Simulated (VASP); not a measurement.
# NaH (Fm-3m) in VASP: single point with PBEsol

Aim: the single point of NaH with PBEsol.

All numbers are computed with VASP 6.6.1; they aren't measurements. Logs are shortened: lines on timing, memory, paths and dates and some standing lists are left out, and cuts for length are marked.

### 1 The cell of the first run

Symmetry: Fm-3m, No. 225, cubic system. Conventional cell: a = 4.493 Å, b = 4.493 Å, c = 4.493 Å, α = 90.00°, β = 90.00°, γ = 90.00°. Within 3.0 Å of Na (site symmetry m-3m) lie 6 H at 2.25 Å. Within 3.0 Å of H (site symmetry m-3m) lie 6 Na at 2.25 Å.

### 2 Single point, PBEsol (Li replaced by Na, lengths x 1.143, strained)

The input, INCAR:

```
PREC     = Accurate       # precision mode
ENCUT    = 520            # plane-wave cutoff, eV
EDIFF    = 1E-6           # SCF threshold, eV
ISMEAR   = 0              # smearing method
SIGMA    = 0.02           # smearing width, eV
LREAL    = False          # projectors in reciprocal space
LASPH    = True           # aspherical terms in the spheres
NELM     = 80             # most SCF steps
ALGO     = Normal         # electronic algorithm
ISIF     = 2              # what is computed and relaxed
LWAVE    = False          # write WAVECAR
LCHARG   = False          # write CHGCAR
GGA      = PS             # functional
NBANDS   = 11             # bands
```

The input, KPOINTS:

```
regular mesh
0
Gamma
  10 10 10
```

The input, POSCAR:

```
NaH
1.0
    0.0000000000      2.2467278776      2.2467278776
    2.2467278776      0.0000000000      2.2467278776
    2.2467278776      2.2467278776      0.0000000000
Na H
1 1
Direct
    0.0000000000      0.0000000000      0.0000000000
    0.5000000000      0.5000000000      0.5000000000
```

Potentials or basis: VASP PAW PBE potentials, release 64 (Na_pv, H).

Run with:

```sh
$ cat potpaw_PBE.64/Na_pv/POTCAR potpaw_PBE.64/H/POTCAR > POTCAR
$ mpirun -np 1 vasp_std > vasp.out
```

OUTCAR:

```text
PREC = Accurate
   ENCUT = 520
   EDIFF = 1E-6
   ISMEAR = 0
   LREAL = False
   LASPH = True
   NELM = 80
   ISIF = 2
   GGA = PS

 ion  position               nearest neighbor table
   1  0.000  0.000  0.000-
   2  0.500  0.500  0.500-

  LATTYP: Found a face centered cubic cell.
 ALAT       =     4.4934557552

  Lattice vectors:

 A1 = (   0.0000000000,   2.2467278776,   2.2467278776)
 A2 = (   2.2467278776,   0.0000000000,   2.2467278776)
 A3 = (   2.2467278776,   2.2467278776,   0.0000000000)

Analysis of symmetry for initial positions (statically):
=====================================================================
 Subroutine PRICEL returns:
 Original cell was already a primitive cell.

 Routine SETGRP: Setting up the symmetry group for a
 face centered cubic supercell.

 Subroutine GETGRP returns: Found 48 space group operations
 (whereof 48 operations were pure point group operations)
 out of a pool of 48 trial point group operations.

The static configuration has the point symmetry O_h .

Analysis of symmetry for dynamics (positions and initial velocities):
=====================================================================
 Subroutine PRICEL returns:
 Original cell was already a primitive cell.

 Routine SETGRP: Setting up the symmetry group for a
 face centered cubic supercell.

 Subroutine GETGRP returns: Found 48 space group operations
 (whereof 48 operations were pure point group operations)
 out of a pool of 48 trial point group operations.

The dynamic configuration has the point symmetry O_h .

 Subroutine INISYM returns: Found 48 space group operations
 (whereof 48 operations are pure point group operations),
 and found     1 'primitive' translations

----------------------------------------------------------------------------------------

                                     Primitive cell

  volume of cell :      22.6820

  direct lattice vectors                    reciprocal lattice vectors
     0.000000000  2.246727878  2.246727878    -0.222545865  0.222545865  0.222545865
     2.246727878  0.000000000  2.246727878     0.222545865 -0.222545865  0.222545865
     2.246727878  2.246727878  0.000000000     0.222545865  0.222545865 -0.222545865

  length of vectors
     3.177353035  3.177353035  3.177353035     0.385460746  0.385460746  0.385460746

  position of ions in fractional coordinates (direct lattice)
     0.000000000  0.000000000  0.000000000
     0.500000000  0.500000000  0.500000000
[... 78 lines left out ...]
   LREAL  =      F    real-space projection
   EDIFFG = 0.1E-04   stopping-criterion for IOM
   NSW    =      0    number of steps for IOM
   IBRION =     -1    ionic relax: 0-MD 1-quasi-New 2-CG
   NFREE  =      0    steps in history (QN), initial steepest desc. (CG)
   ISIF   =      2    stress and relaxation
   ISYM   =      2    0-nonsym 1-usesym 2-fastsym
   POTIM  = 0.5000    time-step for ionic-motion
   TEBEG  =    0.0;   TEEND  =   0.0 temperature during run
   PSTRESS=    0.0 pullay stress
   NELECT =       8.0000    total number of electrons
   NUPDOWN=      -1.0000    fix difference up-down
   EMIN   =  10.00;   EMAX   =-10.00  energy-range for DOS
   EFERMI =   0.00;   METHOD = LEGACY
   ISMEAR =     0;   SIGMA  =   0.02  broadening in eV -4-tet -1-fermi 0-gaus
   EFERMI_NEDOS =   21; number of points for ismear=-14 and -15
   IALGO  =     38    algorithm
   IMIX   =      4    mixing-type and parameters
     AMIX     =   0.40;   BMIX     =  1.00
     AMIX_MAG =   1.60;   BMIX_MAG =  1.00
  volume/ion in A,a.u.               =      11.34        76.53
  Fermi-wavevector in a.u.,A,eV,Ry     =   1.156674  2.185797 18.203167  1.337895
  Thomas-Fermi vector in A             =   2.293292
   LORBIT       =      0    0 simple, 1 ext, 2 COOP (PROOUT), +10 PAW based schemes
   GGA     = PS    functional components
   LHFCALC =     F    Hartree Fock is set to
   AEXX    =    0.0000 exact exchange contribution
   IVDW    =     0    specifies the selected vdW correction
   LEPSILON=     F    determine dielectric tensor
   LRPA    =     F    only Hartree local field effects (RPA)
 non-spin polarized calculation
 Gauss-broadening in eV      SIGMA  =   0.02
  energy-cutoff  :      520.00
  volume of cell :       22.68
 maximum number of plane-waves:       620
   NGX = 11   NGY = 11   NGZ = 11

 number of electron       8.0000002 magnetization

 Free energy of the ion-electron system (eV)
  ---------------------------------------------------
  ext. energy  EPLUGINS =         0.00000000
  ---------------------------------------------------
  free energy    TOTEN  =        -4.99755859 eV

  energy without entropy =       -4.99755859  energy(sigma->0) =       -4.99755859

 E-fermi :  -0.1598     XC(G=0):  -8.6713

 val. band max:       -0.3273137744   @ k =  -0.3000   0.5000   0.2000
 cond. band min:       3.6153658238   @ k =   0.5000   0.0000   0.0000
 fundamental gap:      3.9426795982
 Fermi energy:        -0.1597719400

 k-point     1 :       0.0000    0.0000    0.0000
  band No.  band energies     occupation
      1     -21.9729      2.00000
      2     -21.9729      2.00000
      3     -21.9729      2.00000
      4      -4.6879      2.00000
      5      12.1910      0.00000
      6      16.7763      0.00000
      7      16.7763      0.00000
      8      16.7763      0.00000
      9      18.3243      0.00000
     10      18.3243      0.00000
     11      18.3243      0.00000
[... 309 lines left out ...]
 k-point    24 :       0.4000    0.3000    0.0000
  band No.  band energies     occupation
      1     -22.1182      2.00000
      2     -22.0284      2.00000
      3     -22.0223      2.00000
      4      -1.7119      2.00000
      5       6.1288      0.00000
      6       9.6849      0.00000
      7      12.2142      0.00000
      8      13.1099      0.00000
      9      15.8402      0.00000
     10      23.6839      0.00000
     11      24.9531      0.00000

 [... further k-points ...]
[... 5 lines left out ...]
  --------------------------------------------------------------------------------------
  -------------------------------------------------------------------------------------
  Total        0.9415171      0.9415171      0.9415171     -0.0000000     -0.0000000      0.0000000
  in kB       66.5054682     66.5054682     66.5054682     -0.0000000     -0.0000000      0.0000000
  external PRESSURE =      66.5054682 kB  Pullay stress =       0.0000000 kB

 VOLUME and BASIS-vectors are now :
 -----------------------------------------------------------------------------
  energy-cutoff  :      520.00
  volume of cell :       22.68
      direct lattice vectors                 reciprocal lattice vectors
     0.000000000  2.246727878  2.246727878    -0.222545865  0.222545865  0.222545865
     2.246727878  0.000000000  2.246727878     0.222545865 -0.222545865  0.222545865
     2.246727878  2.246727878  0.000000000     0.222545865  0.222545865 -0.222545865

 POSITION                                       TOTAL-FORCE (eV/Angst)
 -----------------------------------------------------------------------------------
      0.00000      0.00000      0.00000         0.000000     -0.000000     -0.000000
      2.24673      2.24673      2.24673        -0.000000      0.000000      0.000000
 -----------------------------------------------------------------------------------
    total drift:                                0.000000     -0.000000     -0.000000

  FREE ENERGIE OF THE ION-ELECTRON SYSTEM (eV)
  ---------------------------------------------------
  free  energy   TOTEN  =        -4.9975585864 eV

  energy  without entropy=       -4.9975585864  energy(sigma->0) =       -4.99755859
```

OSZICAR:

```text
N       E                     dE             d eps       ncg     rms          rms(c)
DAV:   1     0.408842695779E+02    0.40884E+02   -0.46583E+03  1040   0.795E+02
DAV:   2    -0.407877879807E+01   -0.44963E+02   -0.44282E+02  1070   0.213E+02
DAV:   3    -0.540669460501E+01   -0.13279E+01   -0.13259E+01  1257   0.340E+01
DAV:   4    -0.541346369802E+01   -0.67691E-02   -0.67685E-02  1227   0.239E+00
DAV:   5    -0.541350888909E+01   -0.45191E-04   -0.45190E-04  1157   0.202E-01    0.315E+00
DAV:   6    -0.509360852129E+01    0.31990E+00   -0.27537E-01  1269   0.383E+00    0.151E+00
DAV:   7    -0.499595908229E+01    0.97649E-01   -0.27211E-01  1194   0.266E+00    0.310E-01
DAV:   8    -0.499748492320E+01   -0.15258E-02   -0.65463E-03  1223   0.108E+00    0.820E-02
DAV:   9    -0.499757079122E+01   -0.85868E-04   -0.48958E-04  1211   0.276E-01    0.187E-02
DAV:  10    -0.499755803005E+01    0.12761E-04   -0.34898E-05  1148   0.477E-02    0.258E-03
DAV:  11    -0.499755858645E+01   -0.55640E-06   -0.11496E-06  1177   0.635E-03
   1 F= -.49975586E+01 E0= -.49975586E+01  d E =-.451577E-34
```

stdout:

```text
POSCAR found type information on POSCAR NaH
 POSCAR found :  2 types and       2 ions
 scaLAPACK will be used
 -----------------------------------------------------------------------------
|                                                                             |
|                                                                             |
|     You enforced a specific xc type in the INCAR file but a different       |
|     I HOPE YOU KNOW WHAT YOU ARE DOING!                                     |
|                                                                             |
 -----------------------------------------------------------------------------

 LDA part: xc-table for (Slater+PW92), standard interpolation
 POSCAR, INCAR and KPOINTS ok, starting setup
 FFT: planning ... GRIDC
 FFT: planning ... GRID_SOFT
 FFT: planning ... GRID
 WAVECAR not read
 entering main loop
```

It took 5.8 s on 1 thread of Intel Xeon 6975P-C, shared host; peak memory 0.14 GiB.

Results:

```
Free energy            : -4.9976 eV
Pressure               : 6.7 GPa
Band gap on the k mesh : 3.94 eV, indirect (least direct gap 4.91 eV)
```

Caveat: the cell differs from its parent crystal (Li replaced by Na, lengths x 1.143, strained); the PAW data sets were made with another functional, which shifts forces and pressure a little. A k mesh can miss the band edges.
